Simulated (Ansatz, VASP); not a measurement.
Two plane-wave programs on ZnCu

File INCAR:

```
SYSTEM = ZnCu
PREC     = Accurate       ! precision mode
ENCUT    = 520            ! plane-wave cutoff, eV
EDIFF    = 1E-6           ! SCF threshold, eV
ISMEAR   = 0              ! smearing method
SIGMA    = 0.15           ! smearing width, eV
LREAL    = .False.        ! projectors in reciprocal space
LASPH    = .True.         ! aspherical terms in the spheres
NELM     = 60             ! most SCF steps
ALGO     = Fast           ! electronic algorithm
ISIF     = 2              ! what is computed and relaxed
LWAVE    = .False.        ! write WAVECAR
LCHARG   = .False.        ! write CHGCAR
GGA      = PE             ! functional
NBANDS   = 18             ! bands
```

Contents of KPOINTS:

```
Automatic mesh
0
Gamma
  16 16 16
  0 0 0
```

The input POSCAR:

```
ZnCu
1.0
    2.9450000000      0.0000000000      0.0000000000
    0.0000000000      2.9450000000      0.0000000000
    0.0000000000      0.0000000000      2.9450000000
Zn Cu
1 1
Direct
    0.4872665535      0.5000000000      0.5000000000
    0.0000000000      0.0000000000      0.0000000000
```

Input for Ansatz:

```yaml
crystal:
  lattice:
    - [2.945, 0.0, 0.0]
    - [0.0, 2.945, 0.0]
    - [0.0, 0.0, 2.945]
  atoms:
    - { symbol: Zn, position: [0.4872665535, 0.5, 0.5] }
    - { symbol: Cu, position: [0.0, 0.0, 0.0] }
basis:
  ecutwfc: 420
kpoints:
  mp_grid: { grid: [16, 16, 16] }
hamiltonian:
  xc: pbe
scf:
  occupations: { method: gaussian, width: 0.15 }
output:
  forces: true
  stress: true
  eigenvalues: true
```

Change from the starting cell: all Zn atoms moved +0.037 Å, as atom 1 towards its neighbour atom 1 (Zn) at 2.945 Å.

Alike in both runs: task single point; functional PBE; k mesh 16 × 16 × 16; occupations gaussian, width 0.15 eV; no spin polarisation.

|  | VASP | Ansatz |
| --- | --- | --- |
| version | VASP 6.6.1 | Ansatz 0.2.0 |
| potentials or method | VASP PAW PBE potentials, release 64 (Zn, Cu), cutoff 520 eV | scalar-relativistic, plane waves, PAW |
| valence electrons in the cell | 23 | 31 |

```csv
,VASP,Ansatz,Ansatz less VASP
gap on the k mesh at the Fermi level (eV),none,none,-
pressure (GPa),3.3,2.4,-0.88
"traceless stress, the component that is largest in VASP (GPa)",-0.06,-0.05,+0.005
rms of the force components (eV/Å),0.106,0.104,-0.0016
```

Atom by atom the forces differ by 0.002 eV/Å (rms over components). A gap of «none» marks a metal or a gap that the smearing closes. With one functional, cell and mesh, what is left measures potentials, basis and numerics. VASP's potentials hold 23 valence electrons a cell and Ansatz's 31, so a difference there can come from the potentials and not from the codes.
